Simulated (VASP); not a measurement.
Here is a VASP 6.6.1 calculation.

INCAR

```
ALGO     = Normal         # electronic algorithm
EDIFF    = 1E-6           # SCF threshold, eV
EDIFFG   = -0.01          # ionic threshold
ENCUT    = 600            # plane-wave cutoff, eV
GGA      = PS             # functional
IBRION   = 2              # ionic algorithm
ISIF     = 3              # what is computed and relaxed
ISMEAR   = -1             # smearing method
IVDW     = 13             # dispersion correction
LASPH    = T              # aspherical terms in the spheres
LCHARG   = F              # write CHGCAR
LREAL    = F              # projectors in reciprocal space
LWAVE    = F              # write WAVECAR
NELM     = 100            # most SCF steps
NSW      = 60             # ionic steps
PREC     = Accurate       # precision mode
SIGMA    = 0.05           # smearing width, eV
```

Contents of KPOINTS:

```
k-points
0
Gamma
  8 8 8
```

Contents of POSCAR:

```
SnSe
1.0
    0.0000000000      3.0100000000      3.0100000000
    3.0100000000      0.0000000000      3.0100000000
    3.0100000000      3.0100000000      0.0000000000
Sn Se
1 1
Direct
    0.0000000000      0.0000000000      0.0000000000
    0.5000000000      0.5000000000      0.5000000000
```

Potentials or basis: VASP PAW PBE potentials, release 64 (Sn_d, Se).

Command:

```sh
$ cat potpaw_PBE.64/Sn_d/POTCAR potpaw_PBE.64/Se/POTCAR > POTCAR
$ mpirun -np 1 vasp_std > vasp.out
```

Problem. Predict the band gap on the k mesh.

Solution. 0.76 eV, indirect (least direct gap 0.93 eV).

Problem. Estimate the relaxed cell.

Solution. a = 4.172 Å, b = 4.172 Å, c = 4.172 Å, α = 60.00°, β = 60.00°, γ = 60.00°.

Problem. Predict the space group after relaxing (to 0.05 Å).

Solution. Fm-3m (No. 225).

Problem. What does it give for the relaxed volume?

Solution. 25.67 Å³/atom.

Step by step:
| step | energy change (eV) | largest force (eV/Å) | pressure (GPa) | volume (Å³) |
| --- | --- | --- | --- | --- |
| 1 | 0.0000 | 0.0000 | -3.09 | 54.54 |
| 2 | -0.0302 | 0.0000 | 1.04 | 50.49 |
| 3 | -0.0329 | 0.0000 | 0.04 | 51.34 |

Caveat: the PAW data sets were made with another functional, which shifts forces and pressure a little; spin-orbit coupling is left out, which moves the levels of the heavy elements. A k mesh can miss the band edges.
